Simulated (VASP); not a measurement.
# Si (Fd-3m) in VASP: single point with PBEsol

Aim: the single point of Si with PBEsol.

All numbers are computed with VASP 6.6.1; they aren't measurements. Logs are shortened: lines on timing, memory, paths and dates and some standing lists are left out, and cuts for length are marked.

## Step 1: The cell of the first run

It takes space group Fd-3m (No. 227, cubic). The conventional cell has a = 5.433 Å, b = 5.433 Å, c = 5.433 Å, α = 90.00°, β = 90.00°, γ = 90.00°. Within 3.1 Å of Si (site symmetry -43m) lie 4 Si at 2.35 Å.

## Step 2: Single point, PBEsol

Input file INCAR:

```
SYSTEM = Si
PREC = Accurate
ENCUT = 520
EDIFF = 1E-6
ISMEAR = -1
SIGMA = 0.05
LREAL = Auto
LASPH = .TRUE.
NELM = 100
ALGO = Normal
ISIF = 2
LWAVE = .FALSE.
LCHARG = .FALSE.
GGA = PS
ISYM = 0
NBANDS = 166
```

Input file KPOINTS:

```
Automatic mesh
0
Gamma
  1 1 1
  0.25 0.25 0.25
```

Input file POSCAR:

```
Si
1.0
   10.8655790000      0.0000000000      0.0000000000
    0.0000000000     10.8655790000      0.0000000000
    0.0000000000      0.0000000000     10.8655790000
Si
64
Direct
    0.0000000000      0.0000000000      0.0000000000
    0.0000000000      0.0000000000      0.5000000000
    0.0000000000      0.5000000000      0.0000000000
    0.0000000000      0.5000000000      0.5000000000
    0.5000000000      0.0000000000      0.0000000000
    0.5000000000      0.0000000000      0.5000000000
    0.5000000000      0.5000000000      0.0000000000
    0.5000000000      0.5000000000      0.5000000000
    0.1250000000      0.1250000000      0.1250000000
    0.1250000000      0.1250000000      0.6250000000
    0.1250000000      0.6250000000      0.1250000000
    0.1250000000      0.6250000000      0.6250000000
    0.6250000000      0.1250000000      0.1250000000
    0.6250000000      0.1250000000      0.6250000000
    0.6250000000      0.6250000000      0.1250000000
    0.6250000000      0.6250000000      0.6250000000
    0.2500000000      0.2500000000      0.0000000000
    0.2500000000      0.2500000000      0.5000000000
    0.2500000000      0.7500000000      0.0000000000
    0.2500000000      0.7500000000      0.5000000000
    0.7500000000      0.2500000000      0.0000000000
    0.7500000000      0.2500000000      0.5000000000
    0.7500000000      0.7500000000      0.0000000000
    0.7500000000      0.7500000000      0.5000000000
    0.3750000000      0.3750000000      0.1250000000
    0.3750000000      0.3750000000      0.6250000000
    0.3750000000      0.8750000000      0.1250000000
    0.3750000000      0.8750000000      0.6250000000
    0.8750000000      0.3750000000      0.1250000000
    0.8750000000      0.3750000000      0.6250000000
    0.8750000000      0.8750000000      0.1250000000
    0.8750000000      0.8750000000      0.6250000000
    0.2500000000      0.0000000000      0.2500000000
    0.2500000000      0.0000000000      0.7500000000
    0.2500000000      0.5000000000      0.2500000000
    0.2500000000      0.5000000000      0.7500000000
    0.7500000000      0.0000000000      0.2500000000
    0.7500000000      0.0000000000      0.7500000000
    0.7500000000      0.5000000000      0.2500000000
    0.7500000000      0.5000000000      0.7500000000
    0.3750000000      0.1250000000      0.3750000000
    0.3750000000      0.1250000000      0.8750000000
    0.3750000000      0.6250000000      0.3750000000
    0.3750000000      0.6250000000      0.8750000000
    0.8750000000      0.1250000000      0.3750000000
    0.8750000000      0.1250000000      0.8750000000
    0.8750000000      0.6250000000      0.3750000000
    0.8750000000      0.6250000000      0.8750000000
    0.0000000000      0.2500000000      0.2500000000
    0.0000000000      0.2500000000      0.7500000000
    0.0000000000      0.7500000000      0.2500000000
    0.0000000000      0.7500000000      0.7500000000
    0.5000000000      0.2500000000      0.2500000000
    0.5000000000      0.2500000000      0.7500000000
    0.5000000000      0.7500000000      0.2500000000
    0.5000000000      0.7500000000      0.7500000000
    0.1250000000      0.3750000000      0.3750000000
    0.1250000000      0.3750000000      0.8750000000
    0.1250000000      0.8750000000      0.3750000000
    0.1250000000      0.8750000000      0.8750000000
    0.6250000000      0.3750000000      0.3750000000
    0.6250000000      0.3750000000      0.8750000000
    0.6250000000      0.8750000000      0.3750000000
    0.6250000000      0.8750000000      0.8750000000
```

Potentials or basis: VASP PAW PBE potentials, release 64 (Si).

Launch:

```
> cat potpaw_PBE.64/Si/POTCAR > POTCAR
> mpirun -np 1 vasp_std > vasp.out
```

OUTCAR:

```text
SYSTEM = Si
   PREC = Accurate
   ENCUT = 520
   EDIFF = 1E-6
   ISMEAR = -1
   LREAL = Auto
   LASPH = .TRUE.
   NELM = 100
   ISIF = 2
   GGA = PS
   ISYM = 0

 ion  position               nearest neighbor table
   1  0.000  0.000  0.000-   9 2.35  31 2.35  46 2.35  60 2.35
   2  0.000  0.000  0.500-  10 2.35  32 2.35  45 2.35  59 2.35
   3  0.000  0.500  0.000-  11 2.35  29 2.35  48 2.35  58 2.35
   4  0.000  0.500  0.500-  12 2.35  30 2.35  47 2.35  57 2.35
   5  0.500  0.000  0.000-  13 2.35  27 2.35  42 2.35  64 2.35
   6  0.500  0.000  0.500-  14 2.35  28 2.35  41 2.35  63 2.35
[... 56 lines left out ...]
  63  0.625  0.875  0.375-   6 2.35  24 2.35  37 2.35  55 2.35
  64  0.625  0.875  0.875-   5 2.35  23 2.35  38 2.35  56 2.35

IMPORTANT INFORMATION: All symmetrisations will be switched off!
NOSYMM: (Re-)initialisation of all symmetry stuff for point group C_1.

----------------------------------------------------------------------------------------

                                     Primitive cell

  volume of cell :    1282.7990

  direct lattice vectors                    reciprocal lattice vectors
    10.865579000  0.000000000  0.000000000     0.092033752  0.000000000  0.000000000
     0.000000000 10.865579000  0.000000000     0.000000000  0.092033752  0.000000000
     0.000000000  0.000000000 10.865579000     0.000000000  0.000000000  0.092033752

  length of vectors
    10.865579000 10.865579000 10.865579000     0.092033752  0.092033752  0.092033752

  position of ions in fractional coordinates (direct lattice)
     0.000000000  0.000000000  0.000000000
     0.000000000  0.000000000  0.500000000
     0.000000000  0.500000000  0.000000000
     0.000000000  0.500000000  0.500000000
     0.500000000  0.000000000  0.000000000
     0.500000000  0.000000000  0.500000000
[... 56 lines left out ...]
     0.625000000  0.875000000  0.375000000
     0.625000000  0.875000000  0.875000000

  ion indices of the primitive-cell ions
   primitive index   ion index
                 1           1
                 2           2
                 3           3
                 4           4
                 5           5
                 6           6
[... 56 lines left out ...]
                63          63
                64          64

----------------------------------------------------------------------------------------

 KPOINTS: Automatic mesh

Automatic generation of k-mesh.
 Grid dimensions read from file:
 generate k-points for:    1    1    1
[... 47 lines left out ...]
   IBRION =     -1    ionic relax: 0-MD 1-quasi-New 2-CG
   NFREE  =      0    steps in history (QN), initial steepest desc. (CG)
   ISIF   =      2    stress and relaxation
   ISYM   =      0    0-nonsym 1-usesym 2-fastsym
   POTIM  = 0.5000    time-step for ionic-motion
   TEBEG  =    0.0;   TEEND  =   0.0 temperature during run
   PSTRESS=    0.0 pullay stress
   NELECT =     256.0000    total number of electrons
   NUPDOWN=      -1.0000    fix difference up-down
   EMIN   =  10.00;   EMAX   =-10.00  energy-range for DOS
   EFERMI =   0.00;   METHOD = LEGACY
   ISMEAR =    -1;   SIGMA  =   0.05  broadening in eV -4-tet -1-fermi 0-gaus
   EFERMI_NEDOS =   21; number of points for ismear=-14 and -15
   IALGO  =     38    algorithm
   IMIX   =      4    mixing-type and parameters
     AMIX     =   0.40;   BMIX     =  1.00
     AMIX_MAG =   1.60;   BMIX_MAG =  1.00
  volume/ion in A,a.u.               =      20.04       135.26
  Fermi-wavevector in a.u.,A,eV,Ry     =   0.956684  1.807871 12.452660  0.915245
  Thomas-Fermi vector in A             =   2.085634
   LORBIT       =      0    0 simple, 1 ext, 2 COOP (PROOUT), +10 PAW based schemes
   GGA     = PS    functional components
   LHFCALC =     F    Hartree Fock is set to
   AEXX    =    0.0000 exact exchange contribution
   IVDW    =     0    specifies the selected vdW correction
   LEPSILON=     F    determine dielectric tensor
   LRPA    =     F    only Hartree local field effects (RPA)
 non-spin polarized calculation
  energy-cutoff  :      520.00
  volume of cell :     1282.80
 maximum number of plane-waves:     34484
 NGX is ok and might be reduce to    84
   NGX = 41   NGY = 41   NGZ = 41

 number of electron     255.9999966 magnetization

 Free energy of the ion-electron system (eV)
  ---------------------------------------------------
  ext. energy  EPLUGINS =         0.00000000
  ---------------------------------------------------
  free energy    TOTEN  =      -367.71946563 eV

  energy without entropy =     -367.71933903  energy(sigma->0) =     -367.71940233

 E-fermi :   6.0131     XC(G=0):  -9.5487

 val. band max:        5.4870868974   @ k =  -0.2500   0.2500   0.2500
 cond. band min:       6.5593465762   @ k =   0.2500   0.2500   0.2500
 fundamental gap:      1.0722596788
 Fermi energy:         6.0130801928

 k-point     1 :       0.2500    0.2500    0.2500
  band No.  band energies     occupation
      1      -5.9988      2.00000
      2      -5.4597      2.00000
      3      -5.4597      2.00000
      4      -5.4597      2.00000
      5      -4.9488      2.00000
      6      -4.9488      2.00000
[... 561 lines left out ...]
    139       7.6451      0.00000
    140       7.6451      0.00000
 [bands above 140 left out]

------------------------ aborting loop because EDIFF is reached ----------------------------------------

  FORCE on cell =-STRESS in cart. coord.  units (eV):
  Direction    XX          YY          ZZ          XY          YZ          ZX
  --------------------------------------------------------------------------------------
  -------------------------------------------------------------------------------------
  Total        1.3444281      1.3444263      1.3444337      0.0000810      0.0000292     -0.0000149
  in kB        1.6791502      1.6791480      1.6791571      0.0001012      0.0000365     -0.0000186
  external PRESSURE =       1.6791518 kB  Pullay stress =       0.0000000 kB

 VOLUME and BASIS-vectors are now :
 -----------------------------------------------------------------------------
  energy-cutoff  :      520.00
  volume of cell :     1282.80
      direct lattice vectors                 reciprocal lattice vectors
    10.865579000  0.000000000  0.000000000     0.092033752  0.000000000  0.000000000
     0.000000000 10.865579000  0.000000000     0.000000000  0.092033752  0.000000000
     0.000000000  0.000000000 10.865579000     0.000000000  0.000000000  0.092033752

 POSITION                                       TOTAL-FORCE (eV/Angst)
 -----------------------------------------------------------------------------------
      0.00000      0.00000      0.00000         0.000001      0.000002     -0.000000
      0.00000      0.00000      5.43279         0.000001     -0.000002      0.000004
      0.00000      5.43279      0.00000         0.000004      0.000001      0.000001
      0.00000      5.43279      5.43279         0.000000     -0.000000     -0.000001
      5.43279      0.00000      0.00000        -0.000000     -0.000001      0.000002
      5.43279      0.00000      5.43279         0.000002      0.000001      0.000001
[... 56 lines left out ...]
      6.79099      9.50738      4.07459        -0.000007     -0.000001      0.000002
      6.79099      9.50738      9.50738         0.000000      0.000001     -0.000001
 -----------------------------------------------------------------------------------
    total drift:                                0.000002      0.000011      0.000002

  FREE ENERGIE OF THE ION-ELECTRON SYSTEM (eV)
  ---------------------------------------------------
  free  energy   TOTEN  =      -367.7194656261 eV

  energy  without entropy=     -367.7193390305  energy(sigma->0) =     -367.71940233
```

Wall time 28 min (1 thread of Intel Xeon Platinum 8259CL at 2.50GHz (Skylake/Cascade Lake), shared host); peak memory 1.3 GiB.

What came out:

```
Free energy            : -367.7195 eV
Pressure               : 0.2 GPa
Band gap on the k mesh : 1.07 eV
```

Levels at points of the mesh, in eV from the valence-band top:
| k point | band 126 | band 127 | band 128 | band 129 | band 130 | band 131 |
| --- | --- | --- | --- | --- | --- | --- |
| (0.25, 0.25, 0.25) | -0.48 | 0.00 | 0.00 | 1.07 | 1.07 | 1.07 |

Caveat: the PAW data sets were made with another functional, which shifts forces and pressure a little; a shifted mesh leaves out Γ, where band edges can lie.
